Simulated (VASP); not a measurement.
GaSb, 2 atoms in the cell. It takes space group I-4m2 (No. 119, tetragonal). The conventional cell has a = 5.432 Å, b = 5.432 Å, c = 3.138 Å, α = 90.00°, β = 90.00°, γ = 90.00°. Within 3.7 Å of Sb (site symmetry -4m2) lie 8 Ga at 2.83 to 3.59 Å and 2 Sb at 3.14 Å. Within 3.7 Å of Ga (site symmetry -4m2) lie 8 Sb at 2.83 to 3.59 Å and 2 Ga at 3.14 Å. 

| Quantity | Value |
| --- | --- |
| Program | VASP 6.6.1 |
| Task | single point |
| Functional | PBE0 |
| Potentials or basis | VASP PAW PBE potentials, release 64 (Sb, Ga_d) |
| Cutoff | 520 eV |
| k mesh | 6 × 6 × 6 |
| Occupations | fermi-dirac, width 0.05 eV |
| Spin | no spin polarisation |
| Dipole correction | no |
| Grid for exact exchange (PRECFOCK) | Normal |
| Further INCAR settings | ALGO = Normal; EDIFF = 1e-06; NBANDS = 16 |
| Share of exact exchange | 0.25 |

Potentials or basis: VASP PAW PBE potentials, release 64 (Sb, Ga_d).

Launch:

```bash
$ cat potpaw_PBE.64/Sb/POTCAR potpaw_PBE.64/Ga_d/POTCAR > POTCAR
$ cp INCAR.step1 INCAR
$ mpirun -np 4 vasp_std > vasp.out
$ cp INCAR.step2 INCAR
$ mpirun -np 4 vasp_std > vasp.out
```

Hardware: 4 MPI ranks on AMD EPYC 7R13 Processor (Zen 3), with other jobs on the host.

Task: Estimate the wall time of this run.

Result: Run time: 25 min on 4 MPI ranks on AMD EPYC 7R13 Processor (Zen 3), with other jobs on the host, peak memory 0.19 GiB a rank. Counts: k points 30.
